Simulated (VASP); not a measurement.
A run of VASP 6.6.1 is set up as follows.

File INCAR:

```
PREC     = Accurate       # precision mode
ENCUT    = 600            # plane-wave cutoff, eV
EDIFF    = 1E-6           # SCF threshold, eV
ISMEAR   = -1             # smearing method
SIGMA    = 0.06122561905347299 # smearing width, eV
LREAL    = False          # projectors in reciprocal space
LASPH    = True           # aspherical terms in the spheres
NELM     = 120            # most SCF steps
ALGO     = Normal         # electronic algorithm
ISIF     = 2              # what is computed and relaxed
LWAVE    = False          # write WAVECAR
LCHARG   = False          # write CHGCAR
GGA      = PE             # functional
NBANDS   = 10             # bands
GGA_COMPAT= False
```

The input KPOINTS:

```
regular mesh
0
Gamma
  12 12 12
```

POSCAR

```
Re
1.0
    0.0000000000      1.9383620195      1.9383620195
    1.9383620195      0.0000000000      1.9383620195
    1.9383620195      1.9383620195      0.0000000000
Re
1
Direct
    0.0000000000      0.0000000000      0.0000000000
```

Potentials or basis: VASP PAW PBE potentials, release 64 (Re).

Launch:

```sh
$ cat potpaw_PBE.64/Re/POTCAR > POTCAR
$ mpirun -np 1 vasp_std > vasp.out
```

Q: What does it give for the pressure?

A: 11.3 GPa.
